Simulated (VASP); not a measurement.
# RbIr (Fd-3m) in VASP: notebook, part 2 of 3

VASP 6.6.1.

## Step 4: Relaxation of cell and atoms, PBE

This run uses another cell than the first one, of 29.27 Å³/atom.

The input, INCAR:

```
SYSTEM = RbIr
ALGO = Normal
EDIFF = 1E-7
EDIFFG = -0.04
ENCUT = 500
GGA = PE
GGA_COMPAT = .FALSE.
IBRION = 2
ISIF = 3
ISMEAR = 0
LASPH = .TRUE.
LCHARG = .FALSE.
LREAL = .FALSE.
LWAVE = .FALSE.
NELM = 120
NELMIN = 4
NSW = 90
PREC = Accurate
SIGMA = 0.1
```

The input, KPOINTS:

```
k-points
0
G
  4 4 4
  0 0 0
```

The input, POSCAR:

```
RbIr
1.0
    0.0000000000      3.8827962753      3.8827962753
    3.8827962753      0.0000000000      3.8827962753
    3.8827962753      3.8827962753      0.0000000000
Rb Ir
2 2
Direct
    0.5000000000      0.5000000000      0.5000000000
    0.7500000000      0.7500000000      0.7500000000
    0.0000000000      0.0000000000      0.0000000000
    0.2500000000      0.2500000000      0.2500000000
```

Potentials or basis: VASP PAW PBE potentials, release 64 (Rb_sv, Ir).

On the command line:

```console
cat potpaw_PBE.64/Rb_sv/POTCAR potpaw_PBE.64/Ir/POTCAR > POTCAR
mpirun -np 1 vasp_std > vasp.out
```

OUTCAR:

```text
SYSTEM = RbIr
   EDIFF = 1E-7
   EDIFFG = -0.04
   ENCUT = 500
   GGA = PE
   IBRION = 2
   ISIF = 3
   ISMEAR = 0
   LASPH = .TRUE.
   LREAL = .FALSE.
   NELM = 120
   NELMIN = 4
   NSW = 90
   PREC = Accurate

 ion  position               nearest neighbor table
   1  0.500  0.500  0.500-   4 3.36   4 3.36   4 3.36   2 3.36   2 3.36   2 3.36   4 3.36   2 3.36
                             3 3.88   3 3.88   3 3.88   3 3.88   3 3.88   3 3.88
   2  0.750  0.750  0.750-   1 3.36   1 3.36   1 3.36   3 3.36   3 3.36   3 3.36   3 3.36   1 3.36
                             4 3.88   4 3.88   4 3.88   4 3.88   4 3.88   4 3.88
   3  0.000  0.000  0.000-   2 3.36   2 3.36   2 3.36   4 3.36   4 3.36   4 3.36   4 3.36   2 3.36
                             1 3.88   1 3.88   1 3.88   1 3.88   1 3.88   1 3.88
   4  0.250  0.250  0.250-   3 3.36   3 3.36   3 3.36   1 3.36   1 3.36   1 3.36   3 3.36   1 3.36
                             2 3.88   2 3.88   2 3.88   2 3.88   2 3.88   2 3.88

  LATTYP: Found a face centered cubic cell.
 ALAT       =     7.7655925506

  Lattice vectors:

 A1 = (   0.0000000000,   3.8827962753,   3.8827962753)
 A2 = (   3.8827962753,   0.0000000000,   3.8827962753)
 A3 = (   3.8827962753,   3.8827962753,   0.0000000000)

Analysis of symmetry for initial positions (statically):
=====================================================================
 Subroutine PRICEL returns:
 Original cell was already a primitive cell.

 Routine SETGRP: Setting up the symmetry group for a
 face centered cubic supercell.

 Subroutine GETGRP returns: Found 48 space group operations
 (whereof 24 operations were pure point group operations)
[... 145 lines left out ...]

 number of electron      35.9999999 magnetization

 Free energy of the ion-electron system (eV)
  ---------------------------------------------------
  ext. energy  EPLUGINS =         0.00000000
  ---------------------------------------------------
  free energy    TOTEN  =       -13.22120546 eV

  energy without entropy =      -13.14833892  energy(sigma->0) =      -13.18477219

 E-fermi :   2.0790     XC(G=0):  -9.4239

 val. band max:        2.0411717209   @ k =   0.2500   0.0000   0.0000
 cond. band min:       2.0801367023   @ k =   0.0000   0.0000   0.0000
 fundamental gap:      0.0389649813
 Fermi energy:         2.0790488561

 k-point     1 :       0.0000    0.0000    0.0000
  band No.  band energies     occupation
      1     -24.8934      2.00000
      2     -24.5545      2.00000
      3      -9.2651      2.00000
      4      -9.2651      2.00000
      5      -9.2651      2.00000
      6      -8.5992      2.00000
[... 264 lines left out ...]
--------------------------------------- Ionic step        3  -------------------------------------------

 number of electron      36.0000002 magnetization

 Free energy of the ion-electron system (eV)
  ---------------------------------------------------
  ext. energy  EPLUGINS =         0.00000000
  ---------------------------------------------------
  free energy    TOTEN  =       -13.61722392 eV

  energy without entropy =      -13.56603753  energy(sigma->0) =      -13.59163072

 E-fermi :   3.3109     XC(G=0): -10.3076

 val. band max:        3.3024397715   @ k =   0.0000   0.0000   0.0000
 cond. band min:       3.3521216214   @ k =   0.5000   0.0000   0.0000
 fundamental gap:      0.0496818499
 Fermi energy:         3.3109335475

 k-point     1 :       0.0000    0.0000    0.0000
  band No.  band energies     occupation
      1     -23.7644      2.00000
      2     -23.1563      2.00000
      3      -8.2388      2.00000
      4      -8.2388      2.00000
      5      -8.2388      2.00000
      6      -7.2942      2.00000
[... 220 lines left out ...]
  FREE ENERGIE OF THE ION-ELECTRON SYSTEM (eV)
  ---------------------------------------------------
  free  energy   TOTEN  =       -13.6172239162 eV

  energy  without entropy=      -13.5660375312  energy(sigma->0) =      -13.59163072

 reached required accuracy - stopping structural energy minimisation
```

OSZICAR:

```text
N       E                     dE             d eps       ncg     rms          rms(c)
DAV:   1     0.305522778028E+03    0.30552E+03   -0.15232E+04   352   0.141E+03
DAV:   2     0.178050016843E+02   -0.28772E+03   -0.27729E+03   392   0.397E+02
DAV:   3    -0.118994597215E+02   -0.29704E+02   -0.28616E+02   484   0.109E+02
[... 31 lines left out ...]
DAV:   6    -0.136171445321E+02   -0.58519E-03   -0.55783E-04   404   0.161E-01    0.716E-02
DAV:   7    -0.136172320767E+02   -0.87545E-04   -0.19120E-04   610   0.794E-02    0.329E-02
DAV:   8    -0.136172227251E+02    0.93516E-05   -0.19121E-05   392   0.293E-02    0.108E-02
DAV:   9    -0.136172238988E+02   -0.11736E-05   -0.12718E-06   454   0.766E-03    0.131E-03
DAV:  10    -0.136172239162E+02   -0.17458E-07   -0.70535E-08   198   0.171E-03
   3 F= -.13617224E+02 E0= -.13591631E+02  d E =-.396018E+00
```

CONTCAR:

```text
RbIr
   1.00000000000000
    -0.0000000000000000    3.6544988322487630    3.6544988322487626
     3.6544988322487630    0.0000000000000000    3.6544988322487626
     3.6544988322487630    3.6544988322487630    0.0000000000000000
  Rb              Ir
     2     2
Direct
     0.5000000000000000    0.5000000000000000    0.5000000000000000
     0.7500000000000000    0.7500000000000000    0.7500000000000000
     0.0000000000000000    0.0000000000000000    0.0000000000000000
     0.2500000000000000    0.2500000000000000    0.2500000000000000

  0.00000000E+00  0.00000000E+00  0.00000000E+00
  0.00000000E+00  0.00000000E+00  0.00000000E+00
  0.00000000E+00  0.00000000E+00  0.00000000E+00
  0.00000000E+00  0.00000000E+00  0.00000000E+00
```

Run time: 45 s. Hardware: 1 thread of Intel Xeon Platinum 8488C (Sapphire Rapids), shared host; peak memory 0.24 GiB.

Results:

* Free energy: -13.6172 eV
* Relaxed volume: 24.40 Å³/atom
* Relaxed cell: a = 5.168 Å, b = 5.168 Å, c = 5.168 Å, α = 60.00°, β = 60.00°, γ = 60.00°
* Space group after relaxing (to 0.1 Å): Fd-3m (No. 227)
* Energy gained by relaxing: 99.0 meV/atom
* Ionic steps: 3
* Pressure after relaxing: -0.1 GPa
* Band gap on the k mesh: zero (bands 18 and 19 overlap by 0.41 eV)

Step by step:
```csv
step,energy change (eV),largest force (eV/Å),pressure (GPa),volume (Å³)
1,0.0000,0.0000,-5.31,117.07
2,-0.3735,0.0000,-1.71,101.41
3,-0.3960,0.0000,-0.13,97.61
```

Final structure:
```yaml
crystal:
  lattice:
    - [0.00000, 3.65450, 3.65450]
    - [3.65450, 0.00000, 3.65450]
    - [3.65450, 3.65450, 0.00000]
  atoms:
    - { symbol: Rb, position: [0.50000, 0.50000, 0.50000] }
    - { symbol: Rb, position: [0.75000, 0.75000, 0.75000] }
    - { symbol: Ir, position: [0.00000, 0.00000, 0.00000] }
    - { symbol: Ir, position: [0.25000, 0.25000, 0.25000] }
```

Caveat: the volume moved by over 15 % at a fixed basis, so the end points are rough; spin-orbit coupling is left out, which moves the levels of the heavy elements.

## Step 5: Single point, PBE

This run uses another cell than the first one, of 24.20 Å³/atom.

The input, INCAR:

```
PREC = Accurate
ENCUT = 500
EDIFF = 1E-6
ISMEAR = 0
SIGMA = 0.1
LREAL = False
LASPH = True
NELM = 120
ALGO = Normal
ISIF = 2
LWAVE = False
LCHARG = False
GGA = PE
NBANDS = 26
GGA_COMPAT = False
```

The input, KPOINTS:

```
regular mesh
0
Gamma
  12 12 12
```

The input, POSCAR:

```
RbIr
1.0
    0.0000000000      3.6442898517      3.6442898517
    3.6442898517      0.0000000000      3.6442898517
    3.6442898517      3.6442898517      0.0000000000
Rb Ir
2 2
Direct
    0.0000000000      0.0000000000      0.0000000000
    0.2500000000      0.2500000000      0.2500000000
    0.5000000000      0.5000000000      0.5000000000
    0.7500000000      0.7500000000      0.7500000000
```

Potentials or basis: VASP PAW PBE potentials, release 64 (Rb_sv, Ir).

On the command line:

```console
cat potpaw_PBE.64/Rb_sv/POTCAR potpaw_PBE.64/Ir/POTCAR > POTCAR
mpirun -np 1 vasp_std > vasp.out
```

OUTCAR:

```text
PREC = Accurate
   ENCUT = 500
   EDIFF = 1E-6
   ISMEAR = 0
   LREAL = False
   LASPH = True
   NELM = 120
   ISIF = 2
   GGA = PE

 ion  position               nearest neighbor table
   1  0.000  0.000  0.000-   4 3.16   4 3.16   4 3.16   2 3.16   4 3.16   2 3.16   2 3.16   2 3.16
                             3 3.64   3 3.64   3 3.64   3 3.64   3 3.64   3 3.64
   2  0.250  0.250  0.250-   1 3.16   1 3.16   1 3.16   1 3.16   3 3.16   3 3.16   3 3.16   3 3.16
                             4 3.64   4 3.64   4 3.64   4 3.64   4 3.64   4 3.64
   3  0.500  0.500  0.500-   2 3.16   2 3.16   2 3.16   2 3.16   4 3.16   4 3.16   4 3.16   4 3.16
                             1 3.64   1 3.64   1 3.64   1 3.64   1 3.64   1 3.64
   4  0.750  0.750  0.750-   3 3.16   3 3.16   3 3.16   1 3.16   3 3.16   1 3.16   1 3.16   1 3.16
                             2 3.64   2 3.64   2 3.64   2 3.64   2 3.64   2 3.64

  LATTYP: Found a face centered cubic cell.
 ALAT       =     7.2885797034

  Lattice vectors:

 A1 = (   0.0000000000,   3.6442898517,   3.6442898517)
 A2 = (   3.6442898517,   0.0000000000,   3.6442898517)
 A3 = (   3.6442898517,   3.6442898517,   0.0000000000)

Analysis of symmetry for initial positions (statically):
=====================================================================
 Subroutine PRICEL returns:
 Original cell was already a primitive cell.

 Routine SETGRP: Setting up the symmetry group for a
 face centered cubic supercell.

 Subroutine GETGRP returns: Found 48 space group operations
 (whereof 24 operations were pure point group operations)
 out of a pool of 48 trial point group operations.

The static configuration has the point symmetry T_d .
 The point group associated with its full space group is O_h .

Analysis of symmetry for dynamics (positions and initial velocities):
=====================================================================
 Subroutine PRICEL returns:
 Original cell was already a primitive cell.

 Routine SETGRP: Setting up the symmetry group for a
[... 126 lines left out ...]
   ISMEAR =     0;   SIGMA  =   0.10  broadening in eV -4-tet -1-fermi 0-gaus
   EFERMI_NEDOS =   21; number of points for ismear=-14 and -15
   IALGO  =     38    algorithm
   IMIX   =      4    mixing-type and parameters
     AMIX     =   0.40;   BMIX     =  1.00
     AMIX_MAG =   1.60;   BMIX_MAG =  1.00
  volume/ion in A,a.u.               =      24.20       163.31
  Fermi-wavevector in a.u.,A,eV,Ry     =   1.177297  2.224769 18.858063  1.386029
  Thomas-Fermi vector in A             =   2.313646
   LORBIT       =      0    0 simple, 1 ext, 2 COOP (PROOUT), +10 PAW based schemes
   GGA     = PE    functional components
   LHFCALC =     F    Hartree Fock is set to
   AEXX    =    0.0000 exact exchange contribution
   IVDW    =     0    specifies the selected vdW correction
   LEPSILON=     F    determine dielectric tensor
   LRPA    =     F    only Hartree local field effects (RPA)
 non-spin polarized calculation
 Gauss-broadening in eV      SIGMA  =   0.10
  energy-cutoff  :      500.00
  volume of cell :       96.80
 maximum number of plane-waves:      2485
 NGX is ok and might be reduce to    40
   NGX = 19   NGY = 19   NGZ = 19

 number of electron      36.0000002 magnetization

 Free energy of the ion-electron system (eV)
  ---------------------------------------------------
  ext. energy  EPLUGINS =         0.00000000
  ---------------------------------------------------
  free energy    TOTEN  =       -13.59402384 eV

  energy without entropy =      -13.53381859  energy(sigma->0) =      -13.56392121

 E-fermi :   3.3940     XC(G=0): -10.3489

 val. band max:        3.3896142590   @ k =  -0.3333   0.2500   0.0833
 cond. band min:       3.3992838329   @ k =  -0.3333   0.2500   0.0000
 fundamental gap:      0.0096695739
 Fermi energy:         3.3940392333

 k-point     1 :       0.0000    0.0000    0.0000
  band No.  band energies     occupation
      1     -23.7192      2.00000
      2     -23.0952      2.00000
      3      -8.1975      2.00000
      4      -8.1975      2.00000
      5      -8.1975      2.00000
      6      -7.2385      2.00000
[... 685 lines left out ...]
     25       9.2542      0.00000
     26       9.8347      0.00000

 [... further k-points ...]
[... 5 lines left out ...]
  --------------------------------------------------------------------------------------
  -------------------------------------------------------------------------------------
  Total        0.1341162      0.1341162      0.1341162      0.0000000      0.0000000      0.0000000
  in kB        2.2198476      2.2198476      2.2198476      0.0000000      0.0000000      0.0000000
  external PRESSURE =       2.2198476 kB  Pullay stress =       0.0000000 kB

 VOLUME and BASIS-vectors are now :
 -----------------------------------------------------------------------------
  energy-cutoff  :      500.00
  volume of cell :       96.80
      direct lattice vectors                 reciprocal lattice vectors
     0.000000000  3.644289852  3.644289852    -0.137200942  0.137200942  0.137200942
     3.644289852  0.000000000  3.644289852     0.137200942 -0.137200942  0.137200942
     3.644289852  3.644289852  0.000000000     0.137200942  0.137200942 -0.137200942

 POSITION                                       TOTAL-FORCE (eV/Angst)
 -----------------------------------------------------------------------------------
      0.00000      0.00000      0.00000        -0.000000     -0.000000     -0.000000
      1.82214      1.82214      1.82214         0.000000      0.000000      0.000000
      3.64429      3.64429      3.64429        -0.000000     -0.000000     -0.000000
      5.46643      5.46643      5.46643         0.000000      0.000000      0.000000
 -----------------------------------------------------------------------------------
    total drift:                               -0.000000      0.000000      0.000000

  FREE ENERGIE OF THE ION-ELECTRON SYSTEM (eV)
  ---------------------------------------------------
  free  energy   TOTEN  =       -13.5940238387 eV

  energy  without entropy=      -13.5338185912  energy(sigma->0) =      -13.56392121
```

stdout:

```text
POSCAR found type information on POSCAR RbIr
 POSCAR found :  2 types and       4 ions
 scaLAPACK will be used
 LDA part: xc-table for (Slater+PW92), standard interpolation
 POSCAR, INCAR and KPOINTS ok, starting setup
 FFT: planning ... GRIDC
 FFT: planning ... GRID_SOFT
 FFT: planning ... GRID
 WAVECAR not read
 entering main loop
```

Run time: 83 s. Hardware: 1 thread of Intel Xeon Platinum 8488C (Sapphire Rapids), shared host; peak memory 0.32 GiB.

What came out:

```yaml
Free_energy: -13.5940 eV
Pressure: 0.2 GPa
Band_gap_on_the_k_mesh: zero (bands 18 and 19 overlap by 0.42 eV)
```

Caveat: spin-orbit coupling is left out, which moves the levels of the heavy elements.

(Part 2 of 3 ends here.)
